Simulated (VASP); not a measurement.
# C (Pmmn) in VASP: single point with PBE

Aim: the single point of C with PBE.

Program: VASP 6.6.1. These are calculated values, not measurements. Logs are shortened: lines on timing, memory, paths and dates and some standing lists are left out, and cuts for length are marked.

## (1) The cell of the first run

Symmetry: Pmmn, No. 59, orthorhombic system. Conventional cell: a = 2.067 Å, b = 2.242 Å, c = 2.826 Å, α = 90.00°, β = 90.00°, γ = 90.00°. C (site symmetry mm2) has 8 C at 1.75 to 2.24 Å within 2.3 Å.

## (2) Single point, PBE

INCAR reads:

```
SYSTEM = C
PREC = Accurate
ENCUT = 520
EDIFF = 1E-7
ISMEAR = 0
SIGMA = 0.1
LREAL = .FALSE.
LASPH = .TRUE.
NELM = 60
ALGO = Normal
ISIF = 2
LWAVE = .FALSE.
LCHARG = .FALSE.
GGA = PE
NBANDS = 11
```

KPOINTS reads:

```
Automatic mesh
0
G
  8 8 6
  0 0 0
```

POSCAR reads:

```
C
1.0
    2.0665087000      0.0000000000      0.0000000000
    0.0000000000      2.2421927200      0.0000000000
    0.0000000000      0.0000000000      2.8255191900
C
2
Direct
    0.0000000000      0.5000000000      0.3477211300
    0.5000000000      0.0000000000      0.6522788700
```

Potentials or basis: VASP PAW PBE potentials, release 64 (C).

On the command line:

```sh
$ cat potpaw_PBE.64/C/POTCAR > POTCAR
$ mpirun -np 1 vasp_std > vasp.out
```

OUTCAR:

```text
SYSTEM = C
   PREC = Accurate
   ENCUT = 520
   EDIFF = 1E-7
   ISMEAR = 0
   LREAL = .FALSE.
   LASPH = .TRUE.
   NELM = 60
   ISIF = 2
   GGA = PE

 ion  position               nearest neighbor table
   1  0.000  0.500  0.348-   2 1.75   2 1.75   2 1.75   2 1.75
   2  0.500  0.000  0.652-   1 1.75   1 1.75   1 1.75   1 1.75

  LATTYP: Found a simple orthorhombic cell.
 ALAT       =     2.0665087000
 B/A-ratio  =     1.0850148949
 C/A-ratio  =     1.3672912144

  Lattice vectors:

 A1 = (   2.0665087000,   0.0000000000,   0.0000000000)
 A2 = (   0.0000000000,   2.2421927200,   0.0000000000)
 A3 = (   0.0000000000,   0.0000000000,   2.8255191900)

Analysis of symmetry for initial positions (statically):
=====================================================================
 Subroutine PRICEL returns:
 Original cell was already a primitive cell.

 Routine SETGRP: Setting up the symmetry group for a
 simple orthorhombic supercell.

 Subroutine GETGRP returns: Found  8 space group operations
 (whereof  4 operations were pure point group operations)
 out of a pool of  8 trial point group operations.

The static configuration has the point symmetry C_2v.
 The point group associated with its full space group is D_2h.

Analysis of symmetry for dynamics (positions and initial velocities):
=====================================================================
 Subroutine PRICEL returns:
 Original cell was already a primitive cell.

 Routine SETGRP: Setting up the symmetry group for a
 simple orthorhombic supercell.

 Subroutine GETGRP returns: Found  8 space group operations
 (whereof  4 operations were pure point group operations)
 out of a pool of  8 trial point group operations.

The dynamic configuration has the point symmetry C_2v.
 The point group associated with its full space group is D_2h.

 Subroutine INISYM returns: Found  8 space group operations
 (whereof  4 operations are pure point group operations),
 and found     1 'primitive' translations

----------------------------------------------------------------------------------------

                                     Primitive cell

  volume of cell :      13.0921

  direct lattice vectors                    reciprocal lattice vectors
     2.066508700  0.000000000  0.000000000     0.483907955  0.000000000  0.000000000
     0.000000000  2.242192720  0.000000000     0.000000000  0.445991993  0.000000000
     0.000000000  0.000000000  2.825519190     0.000000000  0.000000000  0.353917257

  length of vectors
[... 85 lines left out ...]
   NSW    =      0    number of steps for IOM
   IBRION =     -1    ionic relax: 0-MD 1-quasi-New 2-CG
   NFREE  =      0    steps in history (QN), initial steepest desc. (CG)
   ISIF   =      2    stress and relaxation
   ISYM   =      2    0-nonsym 1-usesym 2-fastsym
   POTIM  = 0.5000    time-step for ionic-motion
   TEBEG  =    0.0;   TEEND  =   0.0 temperature during run
   PSTRESS=    0.0 pullay stress
   NELECT =       8.0000    total number of electrons
   NUPDOWN=      -1.0000    fix difference up-down
   EMIN   =  10.00;   EMAX   =-10.00  energy-range for DOS
   EFERMI =   0.00;   METHOD = LEGACY
   ISMEAR =     0;   SIGMA  =   0.10  broadening in eV -4-tet -1-fermi 0-gaus
   EFERMI_NEDOS =   21; number of points for ismear=-14 and -15
   IALGO  =     38    algorithm
   IMIX   =      4    mixing-type and parameters
     AMIX     =   0.40;   BMIX     =  1.00
     AMIX_MAG =   1.60;   BMIX_MAG =  1.00
  volume/ion in A,a.u.               =       6.55        44.17
  Fermi-wavevector in a.u.,A,eV,Ry     =   1.389212  2.625231 26.258038  1.929911
  Thomas-Fermi vector in A             =   2.513265
   LORBIT       =      0    0 simple, 1 ext, 2 COOP (PROOUT), +10 PAW based schemes
   GGA     = PE    functional components
   LHFCALC =     F    Hartree Fock is set to
   AEXX    =    0.0000 exact exchange contribution
   IVDW    =     0    specifies the selected vdW correction
   LEPSILON=     F    determine dielectric tensor
   LRPA    =     F    only Hartree local field effects (RPA)
 non-spin polarized calculation
 Gauss-broadening in eV      SIGMA  =   0.10
  energy-cutoff  :      520.00
  volume of cell :       13.09
 maximum number of plane-waves:       364
 NGX is ok and might be reduce to    16
   NGX =  7   NGY =  9   NGZ = 11

 number of electron       8.0000000 magnetization

 Free energy of the ion-electron system (eV)
  ---------------------------------------------------
  ext. energy  EPLUGINS =         0.00000000
  ---------------------------------------------------
  free energy    TOTEN  =       -10.31117602 eV

  energy without entropy =      -10.30652783  energy(sigma->0) =      -10.30885192

 E-fermi :   8.3603     XC(G=0): -12.9638

 val. band max:        8.3588524167   @ k =   0.5000   0.2500   0.3333
 cond. band min:       8.3632308447   @ k =   0.5000   0.5000   0.5000
 fundamental gap:      0.0043784280
 Fermi energy:         8.3603475994

 k-point     1 :       0.0000    0.0000    0.0000
  band No.  band energies     occupation
      1     -12.5519      2.00000
      2       4.2801      2.00000
      3       4.6066      2.00000
      4       6.7019      2.00000
      5       9.9688      0.00000
      6      16.8203      0.00000
      7      19.1282      0.00000
      8      20.3022      0.00000
      9      24.3504      0.00000
     10      28.5618      0.00000
     11      32.5625      0.00000
[... 309 lines left out ...]
 k-point    24 :       0.3750    0.5000    0.0000
  band No.  band energies     occupation
      1      -2.7934      2.00000
      2      -2.7934      2.00000
      3       4.5750      2.00000
      4       4.5750      2.00000
      5      10.3768      0.00000
      6      10.3768      0.00000
      7      15.5106      0.00000
      8      15.5106      0.00000
      9      25.7446      0.00000
     10      25.7446      0.00000
     11      30.6156      0.00000

 [... further k-points ...]
[... 5 lines left out ...]
  --------------------------------------------------------------------------------------
  -------------------------------------------------------------------------------------
  Total        2.0486727      4.6145429     -0.2491731      0.0000000      0.0000000      0.0000000
  in kB      250.7117745    564.7169575    -30.4932178      0.0000000      0.0000000      0.0000000
  external PRESSURE =     261.6451714 kB  Pullay stress =       0.0000000 kB

 VOLUME and BASIS-vectors are now :
 -----------------------------------------------------------------------------
  energy-cutoff  :      520.00
  volume of cell :       13.09
      direct lattice vectors                 reciprocal lattice vectors
     2.066508700  0.000000000  0.000000000     0.483907955  0.000000000  0.000000000
     0.000000000  2.242192720  0.000000000     0.000000000  0.445991993  0.000000000
     0.000000000  0.000000000  2.825519190     0.000000000  0.000000000  0.353917257

 POSITION                                       TOTAL-FORCE (eV/Angst)
 -----------------------------------------------------------------------------------
      0.00000      1.12110      0.98249         0.000000      0.000000      2.463792
      1.03325      0.00000      1.84303         0.000000      0.000000     -2.463792
 -----------------------------------------------------------------------------------
    total drift:                                0.000000      0.000000      0.000000

  FREE ENERGIE OF THE ION-ELECTRON SYSTEM (eV)
  ---------------------------------------------------
  free  energy   TOTEN  =       -10.3111760157 eV

  energy  without entropy=      -10.3065278339  energy(sigma->0) =      -10.30885192
```

It took 6.5 s on 1 thread of Intel Xeon 8259CL, shared host; peak memory 0.12 GiB.

What came out:

| Item | Value |
| --- | --- |
| Free energy | -10.3112 eV |
| Pressure | 26.2 GPa |
| Largest force | 2.464 eV/Å |
| Band gap on the k mesh | zero (band 4 reaches 10.95 eV, above the bottom of band 5 at 6.33 eV) |

Forces in eV/Å, atoms in the order of the input:
```
C    0.000  0.000  2.464
C    0.000  0.000 -2.464
```

Stress tensor (GPa, compression positive):
```
25.07  0.00  0.00
 0.00 56.47  0.00
 0.00  0.00 -3.05
```

Caveat: the k points lie up to 0.38 Å⁻¹ apart; forces of over 1 eV/Å act on the atoms, so gaps and moduli don't describe the material at rest.
